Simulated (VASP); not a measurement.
# In (Fd-3m) in VASP: single point with PBE

Aim: the single point of In with PBE.

Everything below comes from runs of VASP 6.6.1. Logs are shortened: lines on timing, memory, paths and dates and some standing lists are left out, and cuts for length are marked.

**1. The cell of the first run**

The structure is cubic, space group Fd-3m (No. 227). The conventional cell has a = 6.821 Å, b = 6.821 Å, c = 6.821 Å, α = 90.00°, β = 90.00°, γ = 90.00°. In (site symmetry -43m) has 4 In at 2.95 Å within 3.9 Å.

This isn't the form of In at room conditions, which is tetragonal.

**2. Single point, PBE**

Contents of INCAR:

```
SYSTEM = In
ALGO     = Normal         ! electronic algorithm
EDIFF    = 1E-6           ! SCF threshold, eV
ENCUT    = 520            ! plane-wave cutoff, eV
GGA      = PE             ! functional
ISIF     = 2              ! what is computed and relaxed
ISMEAR   = -1             ! smearing method
LASPH    = .True.         ! aspherical terms in the spheres
LCHARG   = .False.        ! write CHGCAR
LREAL    = .False.        ! projectors in reciprocal space
LWAVE    = .False.        ! write WAVECAR
NBANDS   = 20             ! bands
NELM     = 80             ! most SCF steps
PREC     = Accurate       ! precision mode
SIGMA    = 0.06122561905347299 ! smearing width, eV
```

Contents of KPOINTS:

```
k-points
0
Gamma
  28 28 28
  0 0 0
```

Contents of POSCAR:

```
In
1.0
    0.0000000000      3.4103035881      3.4103035881
    3.4103035881      0.0000000000      3.4103035881
    3.4103035881      3.4103035881      0.0000000000
In
2
Direct
    0.0000000000      0.0000000000      0.0000000000
    0.2500000000      0.2500000000      0.2500000000
```

Potentials or basis: VASP PAW PBE potentials, release 64 (In_d).

Run with:

```sh
$ cat potpaw_PBE.64/In_d/POTCAR > POTCAR
$ mpirun -np 1 vasp_std > vasp.out
```

OUTCAR:

```text
SYSTEM = In
   EDIFF = 1E-6
   ENCUT = 520
   GGA = PE
   ISIF = 2
   ISMEAR = -1
   LASPH = .True.
   LREAL = .False.
   NELM = 80
   PREC = Accurate

 ion  position               nearest neighbor table
   1  0.000  0.000  0.000-   2 2.95   2 2.95   2 2.95   2 2.95
   2  0.250  0.250  0.250-   1 2.95   1 2.95   1 2.95   1 2.95

  LATTYP: Found a face centered cubic cell.
 ALAT       =     6.8206071762

  Lattice vectors:

 A1 = (   0.0000000000,   3.4103035881,   3.4103035881)
 A2 = (   3.4103035881,   0.0000000000,   3.4103035881)
 A3 = (   3.4103035881,   3.4103035881,   0.0000000000)

Analysis of symmetry for initial positions (statically):
=====================================================================
 Subroutine PRICEL returns:
 Original cell was already a primitive cell.

 Routine SETGRP: Setting up the symmetry group for a
 face centered cubic supercell.

 Subroutine GETGRP returns: Found 48 space group operations
 (whereof 24 operations were pure point group operations)
 out of a pool of 48 trial point group operations.

The static configuration has the point symmetry T_d .
 The point group associated with its full space group is O_h .

Analysis of symmetry for dynamics (positions and initial velocities):
=====================================================================
 Subroutine PRICEL returns:
 Original cell was already a primitive cell.

 Routine SETGRP: Setting up the symmetry group for a
 face centered cubic supercell.

 Subroutine GETGRP returns: Found 48 space group operations
 (whereof 24 operations were pure point group operations)
 out of a pool of 48 trial point group operations.

The dynamic configuration has the point symmetry T_d .
 The point group associated with its full space group is O_h .

 Subroutine INISYM returns: Found 48 space group operations
 (whereof 24 operations are pure point group operations),
 and found     1 'primitive' translations

----------------------------------------------------------------------------------------

                                     Primitive cell

  volume of cell :      79.3248

  direct lattice vectors                    reciprocal lattice vectors
     0.000000000  3.410303588  3.410303588    -0.146614513  0.146614513  0.146614513
     3.410303588  0.000000000  3.410303588     0.146614513 -0.146614513  0.146614513
     3.410303588  3.410303588  0.000000000     0.146614513  0.146614513 -0.146614513

  length of vectors
     4.822897586  4.822897586  4.822897586     0.253943786  0.253943786  0.253943786

  position of ions in fractional coordinates (direct lattice)
     0.000000000  0.000000000  0.000000000
     0.250000000  0.250000000  0.250000000

  ion indices of the primitive-cell ions
   primitive index   ion index
                 1           1
                 2           2

----------------------------------------------------------------------------------------

 KPOINTS: k-points

Automatic generation of k-mesh.
 Grid dimensions read from file:
 generate k-points for:   28   28   28

 Generating k-lattice:

  Cartesian coordinates                     Fractional coordinates (reciprocal lattice)
    -0.005236233  0.005236233  0.005236233     0.035714286  0.000000000  0.000000000
     0.005236233 -0.005236233  0.005236233     0.000000000  0.035714286  0.000000000
     0.005236233  0.005236233 -0.005236233     0.000000000  0.000000000  0.035714286

  Length of vectors
     0.009069421  0.009069421  0.009069421

  Shift w.r.t. Gamma in fractional coordinates (k-lattice)
     0.000000000  0.000000000  0.000000000

 Subroutine IBZKPT returns following result:
 ===========================================

 Found    624 irreducible k-points:

 Following reciprocal coordinates:
            Coordinates               Weight
  0.000000  0.000000  0.000000      1.000000
  0.035714  0.000000  0.000000      8.000000
  0.071429  0.000000  0.000000      8.000000
  0.107143  0.000000  0.000000      8.000000
  0.142857  0.000000  0.000000      8.000000
  0.178571  0.000000  0.000000      8.000000
[... 16 lines left out ...]
  0.285714  0.035714  0.000000     24.000000
  0.321429  0.035714  0.000000     24.000000
 [... further k-points ...]
   k-points           NKPTS =    624   k-points in BZ     NKDIM =    624   number of bands    NBANDS=     20
   number of dos      NEDOS =    301   number of ions     NIONS =      2
   total plane-waves  NPLWV =  46656
   dimension x,y,z NGX =    36 NGY =   36 NGZ =   36
   dimension x,y,z NGXF=    72 NGYF=   72 NGZF=   72
   ions per type =               2
   NGX,Y,Z   is equivalent  to a cutoff of  12.41, 12.41, 12.41 a.u.
   NGXF,Y,Z  is equivalent  to a cutoff of  24.82, 24.82, 24.82 a.u.
 SYSTEM =  In
   PREC   = accura    normal or accurate (medium, high low for compatibility)
   ISTART =      0    job   : 0-new  1-cont  2-samecut
   ICHARG =      2    charge: 1-file 2-atom 10-const
   ISPIN  =      1    spin polarized calculation?
   LNONCOLLINEAR =      F non collinear calculations
   LSORBIT =      F    spin-orbit coupling
   LASPH  =      T    aspherical Exc in radial PAW
   ENCUT  =  520.0 eV  38.22 Ry    6.18 a.u.   8.97  8.97  8.97*2*pi/ulx,y,z
   NELM   =     80;   NELMIN=  2; NELMDL= -5     # of ELM steps
   EDIFF  = 0.1E-05   stopping-criterion for ELM
   LREAL  =      F    real-space projection
   EDIFFG = 0.1E-04   stopping-criterion for IOM
   NSW    =      0    number of steps for IOM
   IBRION =     -1    ionic relax: 0-MD 1-quasi-New 2-CG
   NFREE  =      0    steps in history (QN), initial steepest desc. (CG)
   ISIF   =      2    stress and relaxation
   ISYM   =      2    0-nonsym 1-usesym 2-fastsym
   POTIM  = 0.5000    time-step for ionic-motion
   TEBEG  =    0.0;   TEEND  =   0.0 temperature during run
   PSTRESS=    0.0 pullay stress
   NELECT =      26.0000    total number of electrons
   NUPDOWN=      -1.0000    fix difference up-down
   EMIN   =  10.00;   EMAX   =-10.00  energy-range for DOS
   EFERMI =   0.00;   METHOD = LEGACY
   ISMEAR =    -1;   SIGMA  =   0.06  broadening in eV -4-tet -1-fermi 0-gaus
   EFERMI_NEDOS =   21; number of points for ismear=-14 and -15
   IALGO  =     38    algorithm
   IMIX   =      4    mixing-type and parameters
     AMIX     =   0.40;   BMIX     =  1.00
     AMIX_MAG =   1.60;   BMIX_MAG =  1.00
  volume/ion in A,a.u.               =      39.66       267.66
  Fermi-wavevector in a.u.,A,eV,Ry     =   1.128746  2.133021 17.334742  1.274068
  Thomas-Fermi vector in A             =   2.265437
   LORBIT       =      0    0 simple, 1 ext, 2 COOP (PROOUT), +10 PAW based schemes
   GGA     = PE    functional components
   LHFCALC =     F    Hartree Fock is set to
   AEXX    =    0.0000 exact exchange contribution
   IVDW    =     0    specifies the selected vdW correction
   LEPSILON=     F    determine dielectric tensor
   LRPA    =     F    only Hartree local field effects (RPA)
 non-spin polarized calculation
  energy-cutoff  :      520.00
  volume of cell :       79.32
 maximum number of plane-waves:      2164
   NGX = 17   NGY = 17   NGZ = 17

 number of electron      25.9999981 magnetization

 Free energy of the ion-electron system (eV)
  ---------------------------------------------------
  ext. energy  EPLUGINS =         0.00000000
  ---------------------------------------------------
  free energy    TOTEN  =        -4.44832799 eV

  energy without entropy =       -4.42656796  energy(sigma->0) =       -4.43744797

 E-fermi :   3.3222     XC(G=0):  -8.1227

 val. band max:        3.3187864185   @ k =   0.3571   0.3214   0.0357
 cond. band min:       3.3227484559   @ k =   0.3929   0.3214   0.0357
 fundamental gap:      0.0039620374
 Fermi energy:         3.3221972833

 k-point     1 :       0.0000    0.0000    0.0000
  band No.  band energies     occupation
      1     -11.2549      2.00000
      2     -11.2549      2.00000
      3     -11.2549      2.00000
      4     -11.1980      2.00000
      5     -11.1980      2.00000
      6     -10.8478      2.00000
[... 12 lines left out ...]
     19       9.1291      0.00000
     20      12.2354      0.00000

 k-point     2 :       0.0357    0.0000    0.0000
  band No.  band energies     occupation
      1     -11.2565      2.00000
      2     -11.2565      2.00000
      3     -11.2546      2.00000
      4     -11.1959      2.00000
      5     -11.1959      2.00000
      6     -10.8499      2.00000
[... 12 lines left out ...]
     19       9.2102      0.00000
     20      11.9566      0.00000

 k-point     3 :       0.0714    0.0000    0.0000
  band No.  band energies     occupation
      1     -11.2605      2.00000
      2     -11.2605      2.00000
      3     -11.2537      2.00000
      4     -11.1904      2.00000
      5     -11.1904      2.00000
      6     -10.8550      2.00000
[... 12 lines left out ...]
     19       9.4364      0.00000
     20      11.6688      0.00000

 k-point     4 :       0.1071    0.0000    0.0000
  band No.  band energies     occupation
      1     -11.2658      2.00000
      2     -11.2658      2.00000
      3     -11.2523      2.00000
      4     -11.1828      2.00000
      5     -11.1828      2.00000
      6     -10.8615      2.00000
[... 12 lines left out ...]
     19       9.7623      0.00000
     20      11.4298      0.00000

 k-point     5 :       0.1429    0.0000    0.0000
  band No.  band energies     occupation
      1     -11.2713      2.00000
      2     -11.2713      2.00000
      3     -11.2504      2.00000
      4     -11.1744      2.00000
      5     -11.1744      2.00000
      6     -10.8683      2.00000
[... 12 lines left out ...]
     19      10.1104      0.00000
     20      11.2495      0.00000

 k-point     6 :       0.1786    0.0000    0.0000
  band No.  band energies     occupation
      1     -11.2765      2.00000
      2     -11.2765      2.00000
      3     -11.2481      2.00000
      4     -11.1657      2.00000
      5     -11.1657      2.00000
      6     -10.8750      2.00000
[... 12 lines left out ...]
     19      10.3521      0.00000
     20      11.1387      0.00000

 k-point     7 :       0.2143    0.0000    0.0000
  band No.  band energies     occupation
      1     -11.2810      2.00000
      2     -11.2810      2.00000
      3     -11.2455      2.00000
      4     -11.1575      2.00000
      5     -11.1575      2.00000
      6     -10.8811      2.00000
[... 12 lines left out ...]
     19      10.3960      0.00000
     20      11.1084      0.00000
[... 277 lines left out ...]
 k-point    20 :       0.1786    0.0357    0.0000
  band No.  band energies     occupation
      1     -11.2778      2.00000
      2     -11.2723      2.00000
      3     -11.2496      2.00000
      4     -11.1718      2.00000
      5     -11.1626      2.00000
      6     -10.8859      2.00000
[... 12 lines left out ...]
     19      10.3197      0.00000
     20      10.8970      0.00000

 k-point    21 :       0.2143    0.0357    0.0000
  band No.  band energies     occupation
      1     -11.2828      2.00000
      2     -11.2770      2.00000
      3     -11.2468      2.00000
      4     -11.1637      2.00000
      5     -11.1540      2.00000
      6     -10.8925      2.00000
[... 12 lines left out ...]
     19      10.4003      0.00000
     20      10.9314      0.00000

 k-point    22 :       0.2500    0.0357    0.0000
  band No.  band energies     occupation
      1     -11.2871      2.00000
      2     -11.2812      2.00000
      3     -11.2437      2.00000
      4     -11.1561      2.00000
      5     -11.1462      2.00000
      6     -10.8981      2.00000
[... 12 lines left out ...]
     19      10.3628      0.00000
     20      10.9975      0.00000

 k-point    23 :       0.2857    0.0357    0.0000
  band No.  band energies     occupation
      1     -11.2906      2.00000
      2     -11.2846      2.00000
      3     -11.2405      2.00000
      4     -11.1493      2.00000
      5     -11.1396      2.00000
      6     -10.9024      2.00000
[... 12 lines left out ...]
     19      10.2971      0.00000
     20      11.1214      0.00000

 k-point    24 :       0.3214    0.0357    0.0000
  band No.  band energies     occupation
      1     -11.2932      2.00000
      2     -11.2874      2.00000
      3     -11.2373      2.00000
      4     -11.1435      2.00000
      5     -11.1343      2.00000
      6     -10.9053      2.00000
[... 12 lines left out ...]
     19      10.2877      0.00000
     20      11.3334      0.00000

 [... further k-points ...]

------------------------ aborting loop because EDIFF is reached ----------------------------------------

  FORCE on cell =-STRESS in cart. coord.  units (eV):
  Direction    XX          YY          ZZ          XY          YZ          ZX
  --------------------------------------------------------------------------------------
  -------------------------------------------------------------------------------------
  Total       -0.3673946     -0.3673946     -0.3673946      0.0000000      0.0000000      0.0000000
  in kB       -7.4205172     -7.4205172     -7.4205172      0.0000000      0.0000000      0.0000000
  external PRESSURE =      -7.4205172 kB  Pullay stress =       0.0000000 kB

 VOLUME and BASIS-vectors are now :
 -----------------------------------------------------------------------------
  energy-cutoff  :      520.00
  volume of cell :       79.32
      direct lattice vectors                 reciprocal lattice vectors
     0.000000000  3.410303588  3.410303588    -0.146614513  0.146614513  0.146614513
     3.410303588  0.000000000  3.410303588     0.146614513 -0.146614513  0.146614513
     3.410303588  3.410303588  0.000000000     0.146614513  0.146614513 -0.146614513

 POSITION                                       TOTAL-FORCE (eV/Angst)
 -----------------------------------------------------------------------------------
      0.00000      0.00000      0.00000         0.000000      0.000000      0.000000
      1.70515      1.70515      1.70515        -0.000000     -0.000000     -0.000000
 -----------------------------------------------------------------------------------
    total drift:                                0.000000      0.000000      0.000000

  FREE ENERGIE OF THE ION-ELECTRON SYSTEM (eV)
  ---------------------------------------------------
  free  energy   TOTEN  =        -4.4483279879 eV

  energy  without entropy=       -4.4265679611  energy(sigma->0) =       -4.43744797
```

Run time: 16 min. Hardware: 1 thread of Oxide Virtual Turin-like, shared host; peak memory 0.78 GiB.

Results:

- Free energy: -4.4483 eV
- Pressure: -0.7 GPa
- Band gap on the k mesh: zero (bands 13 and 14 overlap by 3.14 eV)

Caveat: spin-orbit coupling is left out, which moves the levels of the heavy elements.
